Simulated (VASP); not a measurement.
A run of VASP 6.6.1 is set up as follows.

INCAR

```
SYSTEM = NbB2
ALGO = Normal
EDIFF = 1E-7
EDIFFG = -0.001
ENCUT = 600
GGA = PS
IBRION = 2
ISIF = 3
ISMEAR = -1
LASPH = .True.
LCHARG = .False.
LREAL = .False.
LWAVE = .False.
NELM = 100
NSW = 80
PREC = Accurate
SIGMA = 0.15
```

Contents of KPOINTS:

```
k-points
0
Gamma
  16 16 12
  0 0 0
```

The input POSCAR:

```
NbB2
1.0
    3.0944392623      0.0000000000      0.0000000000
   -1.5472196311      2.6798630116      0.0000000000
    0.0000000000      0.0000000000      3.2915498132
Nb B
1 2
Direct
    0.0000000000      0.0000000000      0.0000000000
    0.3333333333      0.6666666667      0.5000000000
    0.6666666667      0.3333333333      0.5000000000
```

Potentials or basis: VASP PAW PBE potentials, release 64 (Nb_sv, B).

The run is started by

```console
$ cat potpaw_PBE.64/Nb_sv/POTCAR potpaw_PBE.64/B/POTCAR > POTCAR
$ mpirun -np 1 vasp_std > vasp.out
```

(1) Estimate the relaxed cell.

(2) Estimate the space group after relaxing (to 0.05 Å).

(3) Estimate the relaxed volume.

## Answers

(1) a = 3.096 Å, b = 3.096 Å, c = 3.290 Å, α = 90.00°, β = 90.00°, γ = 120.00°.

(2) P6/mmm (No. 191).

(3) 9.10 Å³/atom.

Caveat: the PAW data sets were made with another functional, which shifts forces and pressure a little.
